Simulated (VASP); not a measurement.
# ZnSn2N (P6_3/mmc) in VASP: a series of runs

The runs below take ZnSn2N through single point, relaxation of cell and atoms, with PBE.

All numbers are computed with VASP 6.6.1; they aren't measurements. Logs are shortened: lines on timing, memory, paths and dates and some standing lists are left out, and cuts for length are marked.

## (1) The cell of the first run

Symmetry: P6_3/mmc, No. 194, hexagonal system. The conventional cell has a = 3.268 Å, b = 3.268 Å, c = 17.286 Å, α = 90.00°, β = 90.00°, γ = 120.00°. Within 4.3 Å of Zn (site symmetry -6m2) lie 6 Zn at 3.27 Å and 6 Sn at 3.39 Å. Sn (site symmetry 3m) has 3 N at 2.41 Å and 6 Sn at 3.27 Å and 3 Zn at 3.39 Å within 3.4 Å. Within 3.3 Å of N (site symmetry -3m) lie 6 Sn at 2.41 Å and 6 N at 3.27 Å.

## (2) Single point, PBE

The input, INCAR:

```
PREC = Accurate ; ENCUT = 520
EDIFF = 1E-7 ; ISMEAR = 0
SIGMA = 0.2 ; LREAL = F
LASPH = T ; NELM = 100
ALGO = Normal ; ISIF = 2
LWAVE = F ; LCHARG = T
GGA = PE ; LELF = T
LVHAR = T ; NBANDS = 55
```

The input, KPOINTS:

```
regular mesh
0
Gamma
  5 5 1
```

The input, POSCAR:

```
ZnSn2N
1.0
    3.2681604824      0.0000000000      0.0000000000
   -1.6340802412      2.8303100014      0.0000000000
    0.0000000000      0.0000000000     17.2862576708
Zn Sn N
2 4 2
Direct
    0.6666666667      0.3333333333      0.2500000000
    0.3333333333      0.6666666667      0.7500000000
    0.3333333333      0.6666666667      0.0867735561
    0.6666666667      0.3333333333      0.9132264439
    0.6666666667      0.3333333333      0.5867735561
    0.3333333333      0.6666666667      0.4132264439
    0.0000000000      0.0000000000      0.0000000000
    0.0000000000      0.0000000000      0.5000000000
```

Potentials or basis: VASP PAW PBE potentials, release 64 (Zn, Sn_d, N).

Started as:

```console
$ cat potpaw_PBE.64/Zn/POTCAR potpaw_PBE.64/Sn_d/POTCAR potpaw_PBE.64/N/POTCAR > POTCAR
$ mpirun -np 1 vasp_std > vasp.out
```

OUTCAR:

```text
PREC = Accurate
   ENCUT = 520
   EDIFF = 1E-7
   ISMEAR = 0
   LREAL = F
   LASPH = T
   NELM = 100
   ISIF = 2
   GGA = PE

 ion  position               nearest neighbor table
   1  0.667  0.333  0.250-   3 3.39   6 3.39   3 3.39   6 3.39   3 3.39   6 3.39
   2  0.333  0.667  0.750-   4 3.39   5 3.39   4 3.39   5 3.39   4 3.39   5 3.39
   3  0.333  0.667  0.087-   7 2.41   7 2.41   7 2.41   1 3.39   1 3.39   1 3.39   4 3.54   4 3.54
                             4 3.54
   4  0.667  0.333  0.913-   7 2.41   7 2.41   7 2.41   2 3.39   2 3.39   2 3.39   3 3.54   3 3.54
                             3 3.54
   5  0.667  0.333  0.587-   8 2.41   8 2.41   8 2.41   2 3.39   2 3.39   2 3.39   6 3.54   6 3.54
                             6 3.54
   6  0.333  0.667  0.413-   8 2.41   8 2.41   8 2.41   1 3.39   1 3.39   1 3.39   5 3.54   5 3.54
                             5 3.54
   7  0.000  0.000  0.000-   3 2.41   4 2.41   3 2.41   4 2.41   4 2.41   3 2.41
   8  0.000  0.000  0.500-   5 2.41   6 2.41   6 2.41   5 2.41   5 2.41   6 2.41

  LATTYP: Found a hexagonal cell.
 ALAT       =     3.2681604824
 C/A-ratio  =     5.2892927884

  Lattice vectors:

 A1 = (   3.2681604824,   0.0000000000,   0.0000000000)
 A2 = (  -1.6340802412,   2.8303100014,   0.0000000000)
 A3 = (   0.0000000000,   0.0000000000,  17.2862576708)

Analysis of symmetry for initial positions (statically):
=====================================================================
 Subroutine PRICEL returns:
 Original cell was already a primitive cell.

 Routine SETGRP: Setting up the symmetry group for a
 hexagonal supercell.

 Subroutine GETGRP returns: Found 24 space group operations
 (whereof 12 operations were pure point group operations)
 out of a pool of 24 trial point group operations.

The static configuration has the point symmetry D_3d.
 The point group associated with its full space group is D_6h.

Analysis of symmetry for dynamics (positions and initial velocities):
=====================================================================
 Subroutine PRICEL returns:
 Original cell was already a primitive cell.

 Routine SETGRP: Setting up the symmetry group for a
 hexagonal supercell.

 Subroutine GETGRP returns: Found 24 space group operations
 (whereof 12 operations were pure point group operations)
 out of a pool of 24 trial point group operations.

The dynamic configuration has the point symmetry D_3d.
 The point group associated with its full space group is D_6h.

 Subroutine INISYM returns: Found 24 space group operations
 (whereof 12 operations are pure point group operations),
 and found     1 'primitive' translations

----------------------------------------------------------------------------------------

                                     Primitive cell

  volume of cell :     159.8963

  direct lattice vectors                    reciprocal lattice vectors
     3.268160482  0.000000000  0.000000000     0.305982526  0.176659094  0.000000000
    -1.634080241  2.830310001  0.000000000     0.000000000  0.353318188  0.000000000
     0.000000000  0.000000000 17.286257671     0.000000000  0.000000000  0.057849421

  length of vectors
     3.268160482  3.268160482 17.286257671     0.353318188  0.353318188  0.057849421

  position of ions in fractional coordinates (direct lattice)
     0.666666667  0.333333333  0.250000000
     0.333333333  0.666666667  0.750000000
     0.333333333  0.666666667  0.086773556
     0.666666667  0.333333333  0.913226444
     0.666666667  0.333333333  0.586773556
     0.333333333  0.666666667  0.413226444
     0.000000000  0.000000000  0.000000000
     0.000000000  0.000000000  0.500000000

  ion indices of the primitive-cell ions
   primitive index   ion index
                 1           1
                 2           2
                 3           3
                 4           4
                 5           5
                 6           6
                 7           7
                 8           8

----------------------------------------------------------------------------------------

 KPOINTS: regular mesh

Automatic generation of k-mesh.
 Grid dimensions read from file:
 generate k-points for:    5    5    1

 Generating k-lattice:

  Cartesian coordinates                     Fractional coordinates (reciprocal lattice)
     0.061196505  0.035331819  0.000000000     0.200000000  0.000000000  0.000000000
     0.000000000  0.070663638  0.000000000     0.000000000  0.200000000  0.000000000
     0.000000000  0.000000000  0.057849421     0.000000000  0.000000000  1.000000000

  Length of vectors
     0.070663638  0.070663638  0.057849421

  Shift w.r.t. Gamma in fractional coordinates (k-lattice)
     0.000000000  0.000000000  0.000000000

 Subroutine IBZKPT returns following result:
 ===========================================

 Found      5 irreducible k-points:

 Following reciprocal coordinates:
            Coordinates               Weight
  0.000000  0.000000  0.000000      1.000000
  0.200000 -0.000000  0.000000      6.000000
  0.400000 -0.000000  0.000000      6.000000
  0.200000  0.200000  0.000000      6.000000
  0.400000  0.200000  0.000000      6.000000
   k-points           NKPTS =      5   k-points in BZ     NKDIM =      5   number of bands    NBANDS=     55
   number of dos      NEDOS =    301   number of ions     NIONS =      8
   total plane-waves  NPLWV =  80640
   dimension x,y,z NGX =    24 NGY =   24 NGZ =  140
   dimension x,y,z NGXF=    48 NGYF=   48 NGZF=  280
   ions per type =               2   4   2
   NGX,Y,Z   is equivalent  to a cutoff of  12.21, 12.21, 13.46 a.u.
   NGXF,Y,Z  is equivalent  to a cutoff of  24.42, 24.42, 26.93 a.u.
 SYSTEM =  unknown system
   PREC   = accura    normal or accurate (medium, high low for compatibility)
   ISTART =      0    job   : 0-new  1-cont  2-samecut
   ICHARG =      2    charge: 1-file 2-atom 10-const
   ISPIN  =      1    spin polarized calculation?
   LNONCOLLINEAR =      F non collinear calculations
   LSORBIT =      F    spin-orbit coupling
   LASPH  =      T    aspherical Exc in radial PAW
   ENCUT  =  520.0 eV  38.22 Ry    6.18 a.u.   6.08  6.08 32.14*2*pi/ulx,y,z
   NELM   =    100;   NELMIN=  2; NELMDL= -5     # of ELM steps
   EDIFF  = 0.1E-06   stopping-criterion for ELM
   LREAL  =      F    real-space projection
   EDIFFG = 0.1E-05   stopping-criterion for IOM
   NSW    =      0    number of steps for IOM
   IBRION =     -1    ionic relax: 0-MD 1-quasi-New 2-CG
   NFREE  =      0    steps in history (QN), initial steepest desc. (CG)
   ISIF   =      2    stress and relaxation
   ISYM   =      2    0-nonsym 1-usesym 2-fastsym
   POTIM  = 0.5000    time-step for ionic-motion
   TEBEG  =    0.0;   TEEND  =   0.0 temperature during run
   PSTRESS=    0.0 pullay stress
   NELECT =      90.0000    total number of electrons
   NUPDOWN=      -1.0000    fix difference up-down
   EMIN   =  10.00;   EMAX   =-10.00  energy-range for DOS
   EFERMI =   0.00;   METHOD = LEGACY
   ISMEAR =     0;   SIGMA  =   0.20  broadening in eV -4-tet -1-fermi 0-gaus
   EFERMI_NEDOS =   21; number of points for ismear=-14 and -15
   IALGO  =     38    algorithm
   IMIX   =      4    mixing-type and parameters
     AMIX     =   0.40;   BMIX     =  1.00
     AMIX_MAG =   1.60;   BMIX_MAG =  1.00
  volume/ion in A,a.u.               =      19.99       134.88
  Fermi-wavevector in a.u.,A,eV,Ry     =   1.351687  2.554319 24.858639  1.827058
  Thomas-Fermi vector in A             =   2.479088
   LORBIT       =      0    0 simple, 1 ext, 2 COOP (PROOUT), +10 PAW based schemes
   GGA     = PE    functional components
   LHFCALC =     F    Hartree Fock is set to
   AEXX    =    0.0000 exact exchange contribution
   IVDW    =     0    specifies the selected vdW correction
   LEPSILON=     F    determine dielectric tensor
   LRPA    =     F    only Hartree local field effects (RPA)
 non-spin polarized calculation
 Gauss-broadening in eV      SIGMA  =   0.20
  energy-cutoff  :      520.00
  volume of cell :      159.90
 maximum number of plane-waves:      4330
   NGX = 13   NGY = 13   NGZ = 65

 number of electron      90.0000054 magnetization

 Free energy of the ion-electron system (eV)
  ---------------------------------------------------
  ext. energy  EPLUGINS =         0.00000000
  ---------------------------------------------------
  free energy    TOTEN  =       -31.18899600 eV

  energy without entropy =      -31.14390320  energy(sigma->0) =      -31.16644960

 E-fermi :   6.3096     XC(G=0): -10.4903

 val. band max:        6.2001031347   @ k =   0.4000   0.2000   0.0000
 cond. band min:       6.4090051062   @ k =   0.4000   0.2000   0.0000
 fundamental gap:      0.2089019715
 Fermi energy:         6.3096245736

 k-point     1 :       0.0000    0.0000    0.0000
  band No.  band energies     occupation
      1     -15.2268      2.00000
      2     -15.2268      2.00000
      3     -15.2268      2.00000
      4     -15.2268      2.00000
      5     -15.2237      2.00000
      6     -15.2233      2.00000
[... 47 lines left out ...]
     54      15.0190      0.00000
     55      15.0199      0.00000

 k-point     2 :       0.2000   -0.0000    0.0000
  band No.  band energies     occupation
      1     -15.2610      2.00000
      2     -15.2610      2.00000
      3     -15.2404      2.00000
      4     -15.2404      2.00000
      5     -15.1788      2.00000
      6     -15.1785      2.00000
[... 47 lines left out ...]
     54      12.4374      0.00000
     55      12.6485      0.00000

 k-point     3 :       0.4000   -0.0000    0.0000
  band No.  band energies     occupation
      1     -15.3261      2.00000
      2     -15.3261      2.00000
      3     -15.2784      2.00000
      4     -15.2784      2.00000
      5     -15.2447      2.00000
      6     -15.2445      2.00000
[... 47 lines left out ...]
     54      11.1378      0.00000
     55      11.2244      0.00000

 k-point     4 :       0.2000    0.2000    0.0000
  band No.  band energies     occupation
      1     -15.2735      2.00000
      2     -15.2735      2.00000
      3     -15.2213      2.00000
      4     -15.2213      2.00000
      5     -15.1954      2.00000
      6     -15.1954      2.00000
[... 47 lines left out ...]
     54      10.8078      0.00000
     55      10.9220      0.00000

 k-point     5 :       0.4000    0.2000    0.0000
  band No.  band energies     occupation
      1     -15.2968      2.00000
      2     -15.2967      2.00000
      3     -15.2195      2.00000
      4     -15.2194      2.00000
      5     -15.2137      2.00000
      6     -15.2137      2.00000
[... 47 lines left out ...]
     54       9.5545      0.00000
     55       9.9809      0.00000

------------------------ aborting loop because EDIFF is reached ----------------------------------------

  FORCE on cell =-STRESS in cart. coord.  units (eV):
  Direction    XX          YY          ZZ          XY          YZ          ZX
  --------------------------------------------------------------------------------------
  -------------------------------------------------------------------------------------
  Total       -0.0905993     -0.0905993      0.5866114      0.0000000      0.0000000      0.0000000
  in kB       -0.9078144     -0.9078144      5.8779073      0.0000000      0.0000000      0.0000000
  external PRESSURE =       1.3540928 kB  Pullay stress =       0.0000000 kB

 VOLUME and BASIS-vectors are now :
 -----------------------------------------------------------------------------
  energy-cutoff  :      520.00
  volume of cell :      159.90
      direct lattice vectors                 reciprocal lattice vectors
     3.268160482  0.000000000  0.000000000     0.305982526  0.176659094  0.000000000
    -1.634080241  2.830310001  0.000000000     0.000000000  0.353318188  0.000000000
     0.000000000  0.000000000 17.286257671     0.000000000  0.000000000  0.057849421

 POSITION                                       TOTAL-FORCE (eV/Angst)
 -----------------------------------------------------------------------------------
      1.63408      0.94344      4.32156         0.000000     -0.000000      0.000000
     -0.00000      1.88687     12.96469        -0.000000      0.000000     -0.000000
     -0.00000      1.88687      1.49999        -0.000000     -0.000000      0.018274
      1.63408      0.94344     15.78627         0.000000      0.000000     -0.018274
      1.63408      0.94344     10.14312         0.000000      0.000000      0.018274
     -0.00000      1.88687      7.14314        -0.000000      0.000000     -0.018274
      0.00000      0.00000      0.00000        -0.000000      0.000000      0.000000
      0.00000      0.00000      8.64313        -0.000000      0.000000      0.000000
 -----------------------------------------------------------------------------------
    total drift:                               -0.000000      0.000000      0.000000

  FREE ENERGIE OF THE ION-ELECTRON SYSTEM (eV)
  ---------------------------------------------------
  free  energy   TOTEN  =       -31.1889959978 eV

  energy  without entropy=      -31.1439031970  energy(sigma->0) =      -31.16644960
```

Run time: 91 s. Hardware: 1 thread of Intel Xeon 8259CL, shared host; peak memory 0.28 GiB.

What came out:

```
Free energy            : -31.1890 eV
Pressure               : 0.1 GPa
Largest force          : 0.018 eV/Å
Band gap on the k mesh : zero (bands 45 and 46 overlap by 1.63 eV)
```

Forces in eV/Å, atoms in the order of the input:
```
Zn   0.000  0.000  0.000
Zn   0.000  0.000  0.000
Sn   0.000  0.000  0.018
Sn   0.000  0.000 -0.018
Sn   0.000  0.000  0.018
Sn   0.000  0.000 -0.018
N    0.000  0.000  0.000
N    0.000  0.000  0.000
```

Stress tensor (GPa, compression positive):
```
-0.09  0.00  0.00
 0.00 -0.09  0.00
 0.00  0.00  0.59
```

Levels at points of the mesh, in eV from the Fermi level:
```tsv
k point	band 43	band 44	band 45	band 46	band 47	band 48
(0.00, 0.00, 0.00)	-1.62	-0.60	-0.27	1.87	3.11	5.13
```

Caveat: the k points lie up to 0.44 Å⁻¹ apart, too coarse for converged energies and pressures of a metal; spin-orbit coupling is left out, which moves the levels of the heavy elements.

## (3) Relaxation of cell and atoms, PBE

This run uses another cell than the first one, of 19.27 Å³/atom.

The input, INCAR:

```
SYSTEM = ZnSn2N
PREC = Accurate ; ENCUT = 600
EDIFF = 1E-6 ; ISMEAR = 0
SIGMA = 0.2 ; LREAL = .False.
LASPH = .True. ; NELM = 80
ALGO = Normal ; ISIF = 3
LWAVE = .False. ; LCHARG = .False.
GGA = PE ; IBRION = 2
NSW = 36 ; EDIFFG = -0.08
```

The input, KPOINTS:

```
regular mesh
0
Gamma
  5 5 1
  0 0 0
```

The input, POSCAR:

```
ZnSn2N
1.0
    3.4000000000      0.0000000000      0.0000000000
   -1.7000000000      2.9444863700      0.0000000000
    0.0000000000      0.0000000000     15.4000000000
Zn Sn N
2 4 2
Direct
    0.6666666700      0.3333333300      0.2500000000
    0.3333333300      0.6666666700      0.7500000000
    0.3333333300      0.6666666700      0.0840000000
    0.6666666700      0.3333333300      0.9160000000
    0.6666666700      0.3333333300      0.5840000000
    0.3333333300      0.6666666700      0.4160000000
    0.0000000000      0.0000000000      0.0000000000
    0.0000000000      0.0000000000      0.5000000000
```

Potentials or basis: VASP PAW PBE potentials, release 64 (Zn, Sn_d, N).

Started as:

```console
$ cat potpaw_PBE.64/Zn/POTCAR potpaw_PBE.64/Sn_d/POTCAR potpaw_PBE.64/N/POTCAR > POTCAR
$ mpirun -np 1 vasp_std > vasp.out
```

Wall time 16 min (1 thread of Intel Xeon 8259CL, shared host); peak memory 0.34 GiB.

It converged, with:

| Item | Value |
| --- | --- |
| Free energy | -31.1896 eV |
| Relaxed volume | 19.97 Å³/atom |
| Relaxed cell | a = 3.262 Å, b = 3.262 Å, c = 17.338 Å, α = 90.00°, β = 90.00°, γ = 120.00° |
| Space group after relaxing (to 0.1 Å) | P6_3/mmc (No. 194) |
| Energy gained by relaxing | 114.2 meV/atom |
| Ionic steps | 13 |
| Pressure after relaxing | 0.0 GPa |
| Largest force after relaxing | 0.067 eV/Å |
| Band gap on the k mesh | zero (bands 45 and 46 overlap by 1.64 eV) |

Forces on the atoms (eV/Å):
```
Zn   0.000  0.000  0.000
Zn   0.000  0.000  0.000
Sn   0.000  0.000 -0.067
Sn   0.000  0.000  0.067
Sn   0.000  0.000 -0.067
Sn   0.000  0.000  0.067
N    0.000  0.000  0.000
N    0.000  0.000  0.000
```

Step by step:
```tsv
step	energy change (eV)	largest force (eV/Å)	pressure (GPa)	volume (Å³)
1	0.0000	2.0937	6.52	154.17
2	-0.5114	0.3892	-4.41	172.24
3	-0.6066	0.2238	-2.01	166.90
4	-0.7261	0.0678	-1.50	162.91
5	-0.7865	0.4607	-0.85	158.13
6	-0.8288	0.1348	1.06	154.57
7	-0.8296	0.0760	1.40	154.00
8	-0.8642	0.0472	1.31	154.64
9	-0.8885	0.0783	1.56	156.38
10	-0.8962	0.0417	1.41	155.82
11	-0.9094	0.1907	-0.24	159.74
12	-0.9101	0.1501	0.04	159.04
13	-0.9136	0.0672	0.03	159.75
```

Final structure:
```
Zn Sn N
1.0
     3.26176    0.00000    0.00000
    -1.63088    2.82477    0.00000
     0.00000    0.00000   17.33834
Zn Sn N
2 4 2
Direct
  0.66667 0.33333 0.25000
  0.33333 0.66667 0.75000
  0.33333 0.66667 0.08698
  0.66667 0.33333 0.91302
  0.66667 0.33333 0.58698
  0.33333 0.66667 0.41302
  0.00000 0.00000 0.00000
  0.00000 0.00000 0.50000
```

Levels at points of the mesh, in eV from the Fermi level:
| k point | band 41 | band 42 | band 43 | band 44 | band 45 | band 46 | band 47 | band 48 | band 49 | band 50 |
| --- | --- | --- | --- | --- | --- | --- | --- | --- | --- | --- |
| (0.00, 0.00, 0.00) | -1.56 | -1.56 | -1.56 | -0.63 | -0.25 | 1.91 | 3.09 | 5.13 | 6.15 | 7.00 |

Caveat: the k points lie up to 0.44 Å⁻¹ apart in the final cell, too coarse for converged energies and pressures of a metal; spin-orbit coupling is left out, which moves the levels of the heavy elements; the relaxation stopped at a loose force limit of 0.08 eV/Å, so its end isn't a converged minimum.
